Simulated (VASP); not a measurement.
# BP (F-43m) in VASP: notebook

BP is run at these levels: PBE; tasks: single point.

All numbers are computed with VASP 6.6.1; they aren't measurements. Logs are shortened: lines on timing, memory, paths and dates and some standing lists are left out, and cuts for length are marked.

### 1 The cell of the first run

The structure is cubic, space group F-43m (No. 216). Conventional cell: a = 4.445 Å, b = 4.445 Å, c = 4.445 Å, α = 90.00°, β = 90.00°, γ = 90.00°. B (site symmetry -43m) has 4 P at 1.92 Å within 2.6 Å. Within 2.6 Å of P (site symmetry -43m) lie 4 B at 1.92 Å.

### 2 Single point, PBE (volume scaled by 0.94)

INCAR reads:

```
PREC     = Accurate       # precision mode
ENCUT    = 520            # plane-wave cutoff, eV
EDIFF    = 1E-6           # SCF threshold, eV
ISMEAR   = -1             # smearing method
SIGMA    = 0.05           # smearing width, eV
LREAL    = F              # projectors in reciprocal space
LASPH    = T              # aspherical terms in the spheres
NELM     = 100            # most SCF steps
ALGO     = Normal         # electronic algorithm
ISIF     = 2              # what is computed and relaxed
LWAVE    = F              # write WAVECAR
LCHARG   = T              # write CHGCAR
GGA      = PE             # functional
LELF     = T              # ELF
LVHAR    = T            
NBANDS   = 11             # bands
```

KPOINTS reads:

```
regular mesh
0
Gamma
  15 15 15
```

POSCAR reads:

```
BP
1.0
    0.0000000000      2.2226808807      2.2226808807
    2.2226808807      0.0000000000      2.2226808807
    2.2226808807      2.2226808807      0.0000000000
B P
1 1
Direct
    0.0000000000      0.0000000000      0.0000000000
    0.7500000000      0.7500000000      0.7500000000
```

Potentials or basis: VASP PAW PBE potentials, release 64 (B, P).

The run is started by

```sh
$ cat potpaw_PBE.64/B/POTCAR potpaw_PBE.64/P/POTCAR > POTCAR
$ mpirun -np 1 vasp_std > vasp.out
```

OUTCAR:

```text
PREC = Accurate
   ENCUT = 520
   EDIFF = 1E-6
   ISMEAR = -1
   LREAL = F
   LASPH = T
   NELM = 100
   ISIF = 2
   GGA = PE

 ion  position               nearest neighbor table
   1  0.000  0.000  0.000-   2 1.92   2 1.92   2 1.92   2 1.92
   2  0.750  0.750  0.750-   1 1.92   1 1.92   1 1.92   1 1.92

  LATTYP: Found a face centered cubic cell.
 ALAT       =     4.4453617614

  Lattice vectors:

 A1 = (   0.0000000000,   2.2226808807,   2.2226808807)
 A2 = (   2.2226808807,   0.0000000000,   2.2226808807)
 A3 = (   2.2226808807,   2.2226808807,   0.0000000000)

Analysis of symmetry for initial positions (statically):
=====================================================================
 Subroutine PRICEL returns:
 Original cell was already a primitive cell.

 Routine SETGRP: Setting up the symmetry group for a
 face centered cubic supercell.

 Subroutine GETGRP returns: Found 24 space group operations
 (whereof 24 operations were pure point group operations)
 out of a pool of 48 trial point group operations.

The static configuration has the point symmetry T_d .

Analysis of symmetry for dynamics (positions and initial velocities):
=====================================================================
 Subroutine PRICEL returns:
 Original cell was already a primitive cell.

 Routine SETGRP: Setting up the symmetry group for a
 face centered cubic supercell.

 Subroutine GETGRP returns: Found 24 space group operations
 (whereof 24 operations were pure point group operations)
 out of a pool of 48 trial point group operations.

The dynamic configuration has the point symmetry T_d .

 Subroutine INISYM returns: Found 24 space group operations
 (whereof 24 operations are pure point group operations),
 and found     1 'primitive' translations

----------------------------------------------------------------------------------------

                                     Primitive cell

  volume of cell :      21.9615

  direct lattice vectors                    reciprocal lattice vectors
     0.000000000  2.222680881  2.222680881    -0.224953570  0.224953570  0.224953570
     2.222680881  0.000000000  2.222680881     0.224953570 -0.224953570  0.224953570
     2.222680881  2.222680881  0.000000000     0.224953570  0.224953570 -0.224953570

  length of vectors
     3.143345446  3.143345446  3.143345446     0.389631013  0.389631013  0.389631013

  position of ions in fractional coordinates (direct lattice)
     0.000000000  0.000000000  0.000000000
     0.750000000  0.750000000  0.750000000

  ion indices of the primitive-cell ions
   primitive index   ion index
                 1           1
                 2           2

----------------------------------------------------------------------------------------

 KPOINTS: regular mesh

Automatic generation of k-mesh.
 Grid dimensions read from file:
 generate k-points for:   15   15   15

 Generating k-lattice:

  Cartesian coordinates                     Fractional coordinates (reciprocal lattice)
    -0.014996905  0.014996905  0.014996905     0.066666667  0.000000000  0.000000000
     0.014996905 -0.014996905  0.014996905     0.000000000  0.066666667  0.000000000
     0.014996905  0.014996905 -0.014996905     0.000000000  0.000000000  0.066666667

  Length of vectors
     0.025975401  0.025975401  0.025975401

  Shift w.r.t. Gamma in fractional coordinates (k-lattice)
     0.000000000  0.000000000  0.000000000

 Subroutine IBZKPT returns following result:
 ===========================================

 Found    120 irreducible k-points:

 Following reciprocal coordinates:
            Coordinates               Weight
  0.000000  0.000000  0.000000      1.000000
  0.066667  0.000000  0.000000      8.000000
  0.133333  0.000000  0.000000      8.000000
  0.200000  0.000000  0.000000      8.000000
  0.266667  0.000000  0.000000      8.000000
  0.333333  0.000000  0.000000      8.000000
[... 16 lines left out ...]
  0.133333  0.133333  0.000000      6.000000
  0.200000  0.133333  0.000000     24.000000
 [... further k-points ...]
   k-points           NKPTS =    120   k-points in BZ     NKDIM =    120   number of bands    NBANDS=     11
   number of dos      NEDOS =    301   number of ions     NIONS =      2
   total plane-waves  NPLWV =  13824
   dimension x,y,z NGX =    24 NGY =   24 NGZ =   24
   dimension x,y,z NGXF=    48 NGYF=   48 NGZF=   48
   ions per type =               1   1
   NGX,Y,Z   is equivalent  to a cutoff of  12.69, 12.69, 12.69 a.u.
   NGXF,Y,Z  is equivalent  to a cutoff of  25.39, 25.39, 25.39 a.u.
 SYSTEM =  unknown system
   PREC   = accura    normal or accurate (medium, high low for compatibility)
   ISTART =      0    job   : 0-new  1-cont  2-samecut
   ICHARG =      2    charge: 1-file 2-atom 10-const
   ISPIN  =      1    spin polarized calculation?
   LNONCOLLINEAR =      F non collinear calculations
   LSORBIT =      F    spin-orbit coupling
   LASPH  =      T    aspherical Exc in radial PAW
   ENCUT  =  520.0 eV  38.22 Ry    6.18 a.u.   5.84  5.84  5.84*2*pi/ulx,y,z
   NELM   =    100;   NELMIN=  2; NELMDL= -5     # of ELM steps
   EDIFF  = 0.1E-05   stopping-criterion for ELM
   LREAL  =      F    real-space projection
   EDIFFG = 0.1E-04   stopping-criterion for IOM
   NSW    =      0    number of steps for IOM
   IBRION =     -1    ionic relax: 0-MD 1-quasi-New 2-CG
   NFREE  =      0    steps in history (QN), initial steepest desc. (CG)
   ISIF   =      2    stress and relaxation
   ISYM   =      2    0-nonsym 1-usesym 2-fastsym
   POTIM  = 0.5000    time-step for ionic-motion
   TEBEG  =    0.0;   TEEND  =   0.0 temperature during run
   PSTRESS=    0.0 pullay stress
   NELECT =       8.0000    total number of electrons
   NUPDOWN=      -1.0000    fix difference up-down
   EMIN   =  10.00;   EMAX   =-10.00  energy-range for DOS
   EFERMI =   0.00;   METHOD = LEGACY
   ISMEAR =    -1;   SIGMA  =   0.05  broadening in eV -4-tet -1-fermi 0-gaus
   EFERMI_NEDOS =   21; number of points for ismear=-14 and -15
   IALGO  =     38    algorithm
   IMIX   =      4    mixing-type and parameters
     AMIX     =   0.40;   BMIX     =  1.00
     AMIX_MAG =   1.60;   BMIX_MAG =  1.00
  volume/ion in A,a.u.               =      10.98        74.10
  Fermi-wavevector in a.u.,A,eV,Ry     =   1.169188  2.209445 18.599175  1.367001
  Thomas-Fermi vector in A             =   2.305664
   LORBIT       =      0    0 simple, 1 ext, 2 COOP (PROOUT), +10 PAW based schemes
   GGA     = PE    functional components
   LHFCALC =     F    Hartree Fock is set to
   AEXX    =    0.0000 exact exchange contribution
   IVDW    =     0    specifies the selected vdW correction
   LEPSILON=     F    determine dielectric tensor
   LRPA    =     F    only Hartree local field effects (RPA)
 non-spin polarized calculation
  energy-cutoff  :      520.00
  volume of cell :       21.96
 maximum number of plane-waves:       609
   NGX = 11   NGY = 11   NGZ = 11

 number of electron       8.0000000 magnetization

 Free energy of the ion-electron system (eV)
  ---------------------------------------------------
  ext. energy  EPLUGINS =         0.00000000
  ---------------------------------------------------
  free energy    TOTEN  =       -12.87442789 eV

  energy without entropy =      -12.87442784  energy(sigma->0) =      -12.87442786

 E-fermi :   8.7387     XC(G=0): -11.1755

 val. band max:        8.1797915986   @ k =   0.0000   0.0000   0.0000
 cond. band min:       9.3331130742   @ k =   0.4000   0.4000   0.0000
 fundamental gap:      1.1533214756
 Fermi energy:         8.7386543050

 k-point     1 :       0.0000    0.0000    0.0000
  band No.  band energies     occupation
      1      -7.8428      2.00000
      2       8.1798      1.99997
      3       8.1798      1.99997
      4       8.1798      1.99997
      5      11.6800      0.00000
      6      11.6800      0.00000
      7      11.6800      0.00000
      8      16.5139      0.00000
      9      20.1289      0.00000
     10      20.4902      0.00000
     11      20.4902      0.00000

 k-point     2 :       0.0667    0.0000    0.0000
  band No.  band energies     occupation
      1      -7.7585      2.00000
      2       7.5061      2.00000
      3       8.0299      2.00000
      4       8.0299      2.00000
      5      11.8875      0.00000
      6      11.8875      0.00000
      7      11.9680      0.00000
      8      16.7226      0.00000
      9      20.0992      0.00000
     10      20.0992      0.00000
     11      20.4119      0.00000

 k-point     3 :       0.1333    0.0000    0.0000
  band No.  band energies     occupation
      1      -7.5066      2.00000
      2       6.0599      2.00000
      3       7.6808      2.00000
      4       7.6808      2.00000
      5      12.3360      0.00000
      6      12.3691      0.00000
      7      12.3691      0.00000
      8      17.2757      0.00000
      9      19.4594      0.00000
     10      19.4594      0.00000
     11      21.1068      0.00000

 k-point     4 :       0.2000    0.0000    0.0000
  band No.  band energies     occupation
      1      -7.0912      2.00000
      2       4.3978      2.00000
      3       7.2849      2.00000
      4       7.2849      2.00000
      5      12.4810      0.00000
      6      12.8529      0.00000
      7      12.8529      0.00000
      8      17.9443      0.00000
      9      19.1405      0.00000
     10      19.1405      0.00000
     11      21.6220      0.00000

 k-point     5 :       0.2667    0.0000    0.0000
  band No.  band energies     occupation
      1      -6.5214      2.00000
      2       2.7315      2.00000
      3       6.9280      2.00000
      4       6.9280      2.00000
      5      12.4792      0.00000
      6      13.1167      0.00000
      7      13.1167      0.00000
      8      18.4506      0.00000
      9      19.4134      0.00000
     10      19.4134      0.00000
     11      21.8181      0.00000
[... 211 lines left out ...]
 k-point    21 :      -0.1333    0.0667    0.0000
  band No.  band energies     occupation
      1      -7.3117      2.00000
      2       5.5105      2.00000
      3       6.7208      2.00000
      4       7.8293      2.00000
      5      12.2611      0.00000
      6      12.5423      0.00000
      7      13.1078      0.00000
      8      17.2844      0.00000
      9      18.5668      0.00000
     10      20.1681      0.00000
     11      21.6062      0.00000

 k-point    22 :      -0.0667    0.0667    0.0000
  band No.  band energies     occupation
      1      -7.6183      2.00000
      2       6.9061      2.00000
      3       7.2725      2.00000
      4       8.0696      2.00000
      5      11.8991      0.00000
      6      12.1720      0.00000
      7      12.5673      0.00000
      8      16.9659      0.00000
      9      19.2449      0.00000
     10      20.1837      0.00000
     11      20.8519      0.00000

 k-point    23 :       0.1333    0.1333    0.0000
  band No.  band energies     occupation
      1      -7.3942      2.00000
      2       6.8115      2.00000
      3       6.8115      2.00000
      4       6.8889      2.00000
      5      10.9382      0.00000
      6      13.5443      0.00000
      7      13.5443      0.00000
      8      16.1415      0.00000
      9      19.0595      0.00000
     10      20.9730      0.00000
     11      21.5534      0.00000

 k-point    24 :       0.2000    0.1333    0.0000
  band No.  band energies     occupation
      1      -7.0885      2.00000
      2       5.4903      2.00000
      3       6.3670      2.00000
      4       6.7802      2.00000
      5      10.9372      0.00000
      6      14.0979      0.00000
      7      14.2214      0.00000
      8      15.5024      0.00000
      9      19.5690      0.00000
     10      21.0032      0.00000
     11      22.3138      0.00000

 [... further k-points ...]
[... 5 lines left out ...]
  --------------------------------------------------------------------------------------
  -------------------------------------------------------------------------------------
  Total        1.6969823      1.6969823      1.6969823      0.0000000      0.0000000      0.0000000
  in kB      123.8016865    123.8016865    123.8016865      0.0000000      0.0000000      0.0000000
  external PRESSURE =     123.8016865 kB  Pullay stress =       0.0000000 kB

 VOLUME and BASIS-vectors are now :
 -----------------------------------------------------------------------------
  energy-cutoff  :      520.00
  volume of cell :       21.96
      direct lattice vectors                 reciprocal lattice vectors
     0.000000000  2.222680881  2.222680881    -0.224953570  0.224953570  0.224953570
     2.222680881  0.000000000  2.222680881     0.224953570 -0.224953570  0.224953570
     2.222680881  2.222680881  0.000000000     0.224953570  0.224953570 -0.224953570

 POSITION                                       TOTAL-FORCE (eV/Angst)
 -----------------------------------------------------------------------------------
      0.00000      0.00000      0.00000         0.000000      0.000000      0.000000
      3.33402      3.33402      3.33402        -0.000000     -0.000000     -0.000000
 -----------------------------------------------------------------------------------
    total drift:                               -0.000000     -0.000000     -0.000000

  FREE ENERGIE OF THE ION-ELECTRON SYSTEM (eV)
  ---------------------------------------------------
  free  energy   TOTEN  =       -12.8744278929 eV

  energy  without entropy=      -12.8744278360  energy(sigma->0) =      -12.87442786
```

Wall time 12 s (1 thread of Intel Xeon Platinum 8375C at 2.90GHz (Ice Lake), shared host); peak memory 0.15 GiB.

Results:

```
Free energy            : -12.8744 eV
Pressure               : 12.4 GPa
Band gap on the k mesh : 1.15 eV, indirect (least direct gap 3.50 eV)
```

 A k mesh can miss the band edges.

[end of part 1 of 2]
